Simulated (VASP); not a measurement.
# MnPt (P4/mmm) in VASP: single point with LDA

Aim: the single point of MnPt with LDA.

All numbers are computed with VASP 6.6.1; they aren't measurements. Logs are shortened: lines on timing, memory, paths and dates and some standing lists are left out, and cuts for length are marked.

## (1) The cell of the first run

The structure is tetragonal, space group P4/mmm (No. 123). Conventional cell: a = 2.830 Å, b = 2.830 Å, c = 3.660 Å, α = 90.00°, β = 90.00°, γ = 90.00°. Within 3.7 Å of Mn (site symmetry 4/mmm) lie 8 Pt at 2.71 Å and 6 Mn at 2.83 to 3.66 Å. Pt (site symmetry 4/mmm) has 8 Mn at 2.71 Å and 6 Pt at 2.83 to 3.66 Å within 3.7 Å.

## (2) Single point, LDA, collinear spin, antiferromagnetic start

The input, INCAR:

```
PREC = Accurate ; ENCUT = 500
EDIFF = 1E-6 ; ISMEAR = -1
SIGMA = 0.1 ; LREAL = False
LASPH = True ; NELM = 200
ALGO = Normal ; ISIF = 2
LWAVE = False ; LCHARG = False
ISPIN = 2 ; MAGMOM = 4 -4 0 0
LORBIT = 11 ; LMAXMIX = 4
GGA = CA ; NBANDS = 35
GGA_COMPAT = False
```

The input, KPOINTS:

```
Automatic mesh
0
Gamma
  11 11 4
```

The input, POSCAR:

```
MnPt
1.0
    2.8300000000      0.0000000000      0.0000000000
    0.0000000000      2.8300000000      0.0000000000
    0.0000000000      0.0000000000      7.3200000000
Mn Pt
2 2
Direct
    0.0000000000      0.0000000000      0.0000000000
    0.0000000000      0.0000000000      0.5000000000
    0.5000000000      0.5000000000      0.2500000000
    0.5000000000      0.5000000000      0.7500000000
```

Potentials or basis: VASP PAW LDA potentials, release 64 (Mn_pv, Pt).

On the command line:

```bash
cat potpaw_LDA.64/Mn_pv/POTCAR potpaw_LDA.64/Pt/POTCAR > POTCAR
mpirun -np 1 vasp_std > vasp.out
```

OUTCAR:

```text
PREC = Accurate
   ENCUT = 500
   EDIFF = 1E-6
   ISMEAR = -1
   LREAL = False
   LASPH = True
   NELM = 200
   ISIF = 2
   ISPIN = 2
   LORBIT = 11
   GGA = CA

 ion  position               nearest neighbor table
   1  0.000  0.000  0.000-   3 2.71   4 2.71   3 2.71   4 2.71   3 2.71   4 2.71   3 2.71   4 2.71

   2  0.000  0.000  0.500-   3 2.71   4 2.71   3 2.71   4 2.71   3 2.71   4 2.71   3 2.71   4 2.71

   3  0.500  0.500  0.250-   1 2.71   2 2.71   1 2.71   2 2.71   1 2.71   2 2.71   1 2.71   2 2.71

   4  0.500  0.500  0.750-   1 2.71   2 2.71   1 2.71   2 2.71   1 2.71   2 2.71   1 2.71   2 2.71

  LATTYP: Found a simple tetragonal cell.
 ALAT       =     2.8300000000
 C/A-ratio  =     2.5865724382

  Lattice vectors:

 A1 = (   2.8300000000,   0.0000000000,   0.0000000000)
 A2 = (   0.0000000000,   2.8300000000,   0.0000000000)
 A3 = (   0.0000000000,   0.0000000000,   7.3200000000)

Analysis of symmetry for initial positions (statically):
=====================================================================
 Subroutine PRICEL returns following result:

  LATTYP: Found a simple tetragonal cell.
 ALAT       =     2.8300000000
 C/A-ratio  =     1.2932862191

  Lattice vectors:

 A1 = (   2.8300000000,   0.0000000000,   0.0000000000)
 A2 = (   0.0000000000,   2.8300000000,   0.0000000000)
 A3 = (   0.0000000000,   0.0000000000,   3.6600000000)

   2 primitive cells build up your supercell.

 Routine SETGRP: Setting up the symmetry group for a
 simple tetragonal supercell.

 Subroutine GETGRP returns: Found 16 space group operations
 (whereof 16 operations were pure point group operations)
 out of a pool of 16 trial point group operations.

The static configuration has the point symmetry D_4h.

Analysis of symmetry for dynamics (positions and initial velocities):
=====================================================================
 Subroutine PRICEL returns following result:

  LATTYP: Found a simple tetragonal cell.
 ALAT       =     2.8300000000
 C/A-ratio  =     1.2932862191

  Lattice vectors:

 A1 = (   2.8300000000,   0.0000000000,   0.0000000000)
 A2 = (   0.0000000000,   2.8300000000,   0.0000000000)
 A3 = (   0.0000000000,   0.0000000000,   3.6600000000)

   2 primitive cells build up your supercell.

 Routine SETGRP: Setting up the symmetry group for a
 simple tetragonal supercell.

 Subroutine GETGRP returns: Found 16 space group operations
 (whereof 16 operations were pure point group operations)
 out of a pool of 16 trial point group operations.

The dynamic configuration has the point symmetry D_4h.

Analysis of structural, dynamic, and magnetic symmetry:
=====================================================================
 Subroutine PRICEL returns following result:

  LATTYP: Found a simple tetragonal cell.
 ALAT       =     2.8300000000
 C/A-ratio  =     1.2932862191

  Lattice vectors:

 A1 = (   2.8300000000,   0.0000000000,   0.0000000000)
 A2 = (   0.0000000000,   2.8300000000,   0.0000000000)
 A3 = (   0.0000000000,   0.0000000000,   3.6600000000)

   2 primitive cells build up your supercell.

 Routine SETGRP: Setting up the symmetry group for a
 simple tetragonal supercell.

 Subroutine GETGRP returns: Found 16 space group operations
 (whereof 16 operations were pure point group operations)
 out of a pool of 16 trial point group operations.

The overall configuration has the point symmetry D_4h.

 Subroutine INISYM returns: Found 16 space group operations
 (whereof 16 operations are pure point group operations),
 and found     2 'primitive' translations

----------------------------------------------------------------------------------------

                                     Primitive cell

  volume of cell :      29.3126

  direct lattice vectors                    reciprocal lattice vectors
     2.830000000  0.000000000  0.000000000     0.353356890  0.000000000  0.000000000
     0.000000000  2.830000000  0.000000000     0.000000000  0.353356890  0.000000000
     0.000000000  0.000000000  3.660000000     0.000000000  0.000000000  0.273224044

  length of vectors
     2.830000000  2.830000000  3.660000000     0.353356890  0.353356890  0.273224044

  position of ions in fractional coordinates (direct lattice)
     0.000000000  0.000000000  0.000000000
     0.500000000  0.500000000  0.500000000

  ion indices of the primitive-cell ions
   primitive index   ion index
                 1           1
                 2           3

----------------------------------------------------------------------------------------

 KPOINTS: Automatic mesh

Automatic generation of k-mesh.
 Grid dimensions read from file:
 generate k-points for:   11   11    4

 Generating k-lattice:

  Cartesian coordinates                     Fractional coordinates (reciprocal lattice)
     0.032123354  0.000000000  0.000000000     0.090909091  0.000000000  0.000000000
     0.000000000  0.032123354  0.000000000     0.000000000  0.090909091  0.000000000
     0.000000000  0.000000000  0.034153005     0.000000000  0.000000000  0.250000000

  Length of vectors
     0.032123354  0.032123354  0.034153005

  Shift w.r.t. Gamma in fractional coordinates (k-lattice)
     0.000000000  0.000000000  0.000000000

 Subroutine IBZKPT returns following result:
 ===========================================

 Found     63 irreducible k-points:

 Following reciprocal coordinates:
            Coordinates               Weight
  0.000000  0.000000  0.000000      1.000000
  0.090909  0.000000  0.000000      4.000000
  0.181818  0.000000  0.000000      4.000000
  0.272727  0.000000  0.000000      4.000000
  0.363636  0.000000  0.000000      4.000000
  0.454545  0.000000  0.000000      4.000000
[... 16 lines left out ...]
  0.090909  0.000000  0.250000      8.000000
  0.181818  0.000000  0.250000      8.000000
 [... further k-points ...]
   k-points           NKPTS =     63   k-points in BZ     NKDIM =     63   number of bands    NBANDS=     35
   number of dos      NEDOS =    301   number of ions     NIONS =      4
   total plane-waves  NPLWV =  31104
   dimension x,y,z NGX =    24 NGY =   24 NGZ =   54
   dimension x,y,z NGXF=    48 NGYF=   48 NGZF=  108
   ions per type =               2   2
   NGX,Y,Z   is equivalent  to a cutoff of  14.10, 14.10, 12.26 a.u.
   NGXF,Y,Z  is equivalent  to a cutoff of  28.20, 28.20, 24.53 a.u.
 SYSTEM =  unknown system
   PREC   = accura    normal or accurate (medium, high low for compatibility)
   ISTART =      0    job   : 0-new  1-cont  2-samecut
   ICHARG =      2    charge: 1-file 2-atom 10-const
   ISPIN  =      2    spin polarized calculation?
   LNONCOLLINEAR =      F non collinear calculations
   LSORBIT =      F    spin-orbit coupling
   LASPH  =      T    aspherical Exc in radial PAW
   ENCUT  =  500.0 eV  36.75 Ry    6.06 a.u.   5.16  5.16 13.35*2*pi/ulx,y,z
   NELM   =    200;   NELMIN=  2; NELMDL= -5     # of ELM steps
   EDIFF  = 0.1E-05   stopping-criterion for ELM
   LREAL  =      F    real-space projection
   EDIFFG = 0.1E-04   stopping-criterion for IOM
   NSW    =      0    number of steps for IOM
   IBRION =     -1    ionic relax: 0-MD 1-quasi-New 2-CG
   NFREE  =      0    steps in history (QN), initial steepest desc. (CG)
   ISIF   =      2    stress and relaxation
   ISYM   =      2    0-nonsym 1-usesym 2-fastsym
   POTIM  = 0.5000    time-step for ionic-motion
   TEBEG  =    0.0;   TEEND  =   0.0 temperature during run
   PSTRESS=    0.0 pullay stress
   NELECT =      46.0000    total number of electrons
   NUPDOWN=      -1.0000    fix difference up-down
   EMIN   =  10.00;   EMAX   =-10.00  energy-range for DOS
   EFERMI =   0.00;   METHOD = LEGACY
   ISMEAR =    -1;   SIGMA  =   0.10  broadening in eV -4-tet -1-fermi 0-gaus
   EFERMI_NEDOS =   21; number of points for ismear=-14 and -15
   IALGO  =     38    algorithm
   IMIX   =      4    mixing-type and parameters
     AMIX     =   0.40;   BMIX     =  1.00
     AMIX_MAG =   1.60;   BMIX_MAG =  1.00
  volume/ion in A,a.u.               =      14.66        98.91
  Fermi-wavevector in a.u.,A,eV,Ry     =   1.509962  2.853415 31.021098  2.279986
  Thomas-Fermi vector in A             =   2.620215
   LORBIT       =     11    0 simple, 1 ext, 2 COOP (PROOUT), +10 PAW based schemes
   GGA     = CA    functional components
   LHFCALC =     F    Hartree Fock is set to
   AEXX    =    0.0000 exact exchange contribution
   IVDW    =     0    specifies the selected vdW correction
   LEPSILON=     F    determine dielectric tensor
   LRPA    =     F    only Hartree local field effects (RPA)
 spin polarized calculation
  energy-cutoff  :      500.00
  volume of cell :       58.63
 maximum number of plane-waves:      1523
 NGX is ok and might be reduce to    24
   NGX = 11   NGY = 11   NGZ = 27

 number of electron      46.0000033 magnetization       0.0000000

 number of electron      46.0000033 magnetization      -0.0000000

 Free energy of the ion-electron system (eV)
  ---------------------------------------------------
  ext. energy  EPLUGINS =         0.00000000
  ---------------------------------------------------
  free energy    TOTEN  =       -35.36258583 eV

  energy without entropy =      -35.22837562  energy(sigma->0) =      -35.29548072

 E-fermi :   9.4165     XC(G=0): -13.1817

 val. band max:        9.4119660206   @ k =   0.2727   0.1818   0.0000
 cond. band min:       9.4213550185   @ k =   0.0909   0.0909   0.0000
 fundamental gap:      0.0093889978
 Fermi energy:         9.4164709635

 spin component 1

 k-point     1 :       0.0000    0.0000    0.0000
  band No.  band energies     occupation
      1     -39.6837      1.00000
      2     -39.6421      1.00000
      3     -39.6421      1.00000
      4     -36.2551      1.00000
      5     -36.2190      1.00000
      6     -36.2190      1.00000
[... 27 lines left out ...]
     34      24.9354      0.00000
     35      24.9420      0.00000

 k-point     2 :       0.0909    0.0000    0.0000
  band No.  band energies     occupation
      1     -39.6828      1.00000
      2     -39.6504      1.00000
      3     -39.6414      1.00000
      4     -36.2541      1.00000
      5     -36.2286      1.00000
      6     -36.2181      1.00000
[... 27 lines left out ...]
     34      23.2617      0.00000
     35      23.6305      0.00000
[... 796 lines left out ...]
     34      22.0216      0.00000
     35      23.7794      0.00000

 k-point    24 :       0.1818    0.0000    0.2500
  band No.  band energies     occupation
      1     -39.6806      1.00000
      2     -39.6728      1.00000
      3     -39.6396      1.00000
      4     -36.2545      1.00000
      5     -36.2514      1.00000
      6     -36.2160      1.00000
[... 27 lines left out ...]
     34      21.9206      0.00000
     35      22.5899      0.00000

 [... further k-points ...]

 spin component 2

 k-point     1 :       0.0000    0.0000    0.0000
  band No.  band energies     occupation
      1     -39.6837      1.00000
      2     -39.6421      1.00000
      3     -39.6421      1.00000
      4     -36.2551      1.00000
      5     -36.2190      1.00000
      6     -36.2190      1.00000
[... 27 lines left out ...]
     34      24.9388      0.00000
     35      24.9420      0.00000

 k-point     2 :       0.0909    0.0000    0.0000
  band No.  band energies     occupation
      1     -39.6828      1.00000
      2     -39.6504      1.00000
      3     -39.6414      1.00000
      4     -36.2541      1.00000
      5     -36.2286      1.00000
      6     -36.2181      1.00000
[... 27 lines left out ...]
     34      23.2617      0.00000
     35      23.6305      0.00000
[... 796 lines left out ...]
     34      22.0216      0.00000
     35      23.7794      0.00000

 k-point    24 :       0.1818    0.0000    0.2500
  band No.  band energies     occupation
      1     -39.6806      1.00000
      2     -39.6728      1.00000
      3     -39.6396      1.00000
      4     -36.2545      1.00000
      5     -36.2514      1.00000
      6     -36.2160      1.00000
[... 27 lines left out ...]
     34      21.9206      0.00000
     35      22.5899      0.00000

 [... further k-points ...]

------------------------ aborting loop because EDIFF is reached ----------------------------------------

  FORCE on cell =-STRESS in cart. coord.  units (eV):
  Direction    XX          YY          ZZ          XY          YZ          ZX
  --------------------------------------------------------------------------------------
  -------------------------------------------------------------------------------------
  Total       -4.8527431     -4.8527431     -4.3623369      0.0000000      0.0000000      0.0000000
  in kB     -132.6214983   -132.6214983   -119.2190994      0.0000000      0.0000000      0.0000000
  external PRESSURE =    -128.1540320 kB  Pullay stress =       0.0000000 kB

 VOLUME and BASIS-vectors are now :
 -----------------------------------------------------------------------------
  energy-cutoff  :      500.00
  volume of cell :       58.63
      direct lattice vectors                 reciprocal lattice vectors
     2.830000000  0.000000000  0.000000000     0.353356890  0.000000000  0.000000000
     0.000000000  2.830000000  0.000000000     0.000000000  0.353356890  0.000000000
     0.000000000  0.000000000  7.320000000     0.000000000  0.000000000  0.136612022

 POSITION                                       TOTAL-FORCE (eV/Angst)
 -----------------------------------------------------------------------------------
      0.00000      0.00000      0.00000        -0.000000     -0.000000      0.000000
      0.00000      0.00000      3.66000        -0.000000     -0.000000     -0.000000
      1.41500      1.41500      1.83000         0.000000      0.000000      0.000000
      1.41500      1.41500      5.49000         0.000000      0.000000      0.000000
 -----------------------------------------------------------------------------------
    total drift:                                0.000000     -0.000000      0.000000

  FREE ENERGIE OF THE ION-ELECTRON SYSTEM (eV)
  ---------------------------------------------------
  free  energy   TOTEN  =       -35.3625858306 eV

  energy  without entropy=      -35.2283756170  energy(sigma->0) =      -35.29548072

 total charge

# of ion       s       p       d       tot
------------------------------------------
    1        0.313   6.257   4.989  11.559
    2        0.313   6.257   4.989  11.559
    3        0.711   0.600   8.035   9.346
    4        0.711   0.600   8.035   9.346
--------------------------------------------------
tot          2.047  13.715  26.048  41.810

 magnetization (x)

# of ion       s       p       d       tot
------------------------------------------
    1        0.015   0.014   3.443   3.472
    2       -0.015  -0.014  -3.443  -3.472
    3        0.000   0.000   0.000   0.000
    4        0.000   0.000   0.000   0.000
--------------------------------------------------
tot          0.000   0.000   0.000   0.000
```

It took 3.3 min on 1 thread of Oxide Virtual Turin-like, shared host; peak memory 0.26 GiB.

Results:

* Free energy: -35.3626 eV
* Pressure: -12.8 GPa
* Band gap on the k mesh: zero (filled and empty bands overlap)
* Net moment: 0.00 μB per cell
* Site moments: Mn +3.47, -3.47; Pt +0.00 μB
* Valence electrons inside the program's atomic spheres: Mn 11.56; Pt 9.35

Levels at points of the mesh, in eV from the Fermi level:
Spin up:
| k point | band 20 | band 21 | band 22 | band 23 | band 24 | band 25 | band 26 | band 27 |
| --- | --- | --- | --- | --- | --- | --- | --- | --- |
| (0.00, 0.00, 0.00) | -1.39 | -1.08 | -0.87 | -0.87 | -0.62 | -0.21 | 1.19 | 1.89 |
| (0.00, 0.00, 0.50) | -1.17 | -0.67 | -0.67 | -0.56 | -0.26 | -0.06 | 0.31 | 1.51 |
Spin down:
| k point | band 20 | band 21 | band 22 | band 23 | band 24 | band 25 | band 26 | band 27 |
| --- | --- | --- | --- | --- | --- | --- | --- | --- |
| (0.00, 0.00, 0.00) | -1.39 | -1.08 | -0.87 | -0.87 | -0.62 | -0.21 | 1.19 | 1.89 |
| (0.00, 0.00, 0.50) | -1.17 | -0.67 | -0.67 | -0.56 | -0.26 | -0.06 | 0.31 | 1.51 |

Caveat: the cell stands under tension; the antiferromagnetic order is the one typed at the start, and another may lie lower; spin-orbit coupling is left out, which moves the levels of the heavy elements.
